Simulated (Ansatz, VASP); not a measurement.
BaSi2C2: VASP beside Ansatz

```
CELL_PARAMETERS angstrom
3.08183 -3.96986 0.00000
3.08183 3.96986 0.00000
0.00000 0.00000 4.01314
ATOMIC_POSITIONS crystal
Ba 0.50000 0.50000 0.00000
Si 0.14674 0.85326 0.50000
Si 0.85326 0.14674 0.50000
C 0.00000 0.50000 0.50000
C 0.50000 0.00000 0.50000
```

Alike in both runs: functional PBE; k mesh 4 × 4 × 6; occupations gaussian, width 0.1 eV; no spin polarisation.

Ansatz relaxed the structure, and its values are those at the end. VASP's run is a single point on that final structure, the one shown.

|  | VASP | Ansatz |
| --- | --- | --- |
| version | VASP 6.6.1 | Ansatz 0.2.0 |
| potentials or method | VASP PAW PBE potentials, release 64 (Ba_sv, Si, C), cutoff 520 eV | scalar-relativistic, plane waves, PAW |
| valence electrons in the cell | 26 | 26 |

```csv
,VASP,Ansatz,Ansatz less VASP
gap on the k mesh at the Fermi level (eV),none,none,-
pressure (GPa),0.5,0.1,-0.37
rms of the force components (eV/Å),0.019,0.004,-0.0157
```

A gap of «none» marks a metal or a gap that the smearing closes.

Neither program's run includes spin-orbit coupling.
